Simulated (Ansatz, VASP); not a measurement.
# RbGe2: VASP beside Ansatz

```
Rb Ge
1.0
     3.86432    0.00000    0.00000
     0.00000    3.86432    0.00000
     0.00000    0.00000   11.14387
Rb Ge
2 4
Direct
  0.00000 0.00000 0.00000
  0.50000 0.50000 0.50000
  0.00000 0.50000 0.12500
  0.00000 0.50000 0.62500
  0.50000 0.00000 0.37500
  0.50000 0.00000 0.87500
```

Alike in both runs: task single point; functional PBE; k mesh 6 × 6 × 2; occupations gaussian, width 0.1 eV; no spin polarisation.

|  | VASP | Ansatz |
| --- | --- | --- |
| version | VASP 6.6.1 | Ansatz 0.2.0 |
| potentials or method | VASP PAW PBE potentials, release 64 (Rb_sv, Ge_d), cutoff 520 eV | scalar-relativistic, plane waves, PAW |
| valence electrons in the cell | 74 | 74 |

Ansatz gave:

* gap on the k mesh at the Fermi level (eV): none
* pressure (GPa): 23.5
* traceless stress, the component that is largest in VASP (GPa): 0.19
* rms of the force components (eV/Å): 2.956

Q: Estimate VASP's values.

A: gap on the k mesh at the Fermi level (eV): none; pressure (GPa): 23.9; traceless stress, the component that is largest in VASP (GPa): 0.18; rms of the force components (eV/Å): 2.987.

Atom by atom the forces differ by 0.031 eV/Å (rms over components). A gap of «none» marks a metal or a gap that the smearing closes. The functional is the same, so the differences come from potentials, cutoffs and numerics.
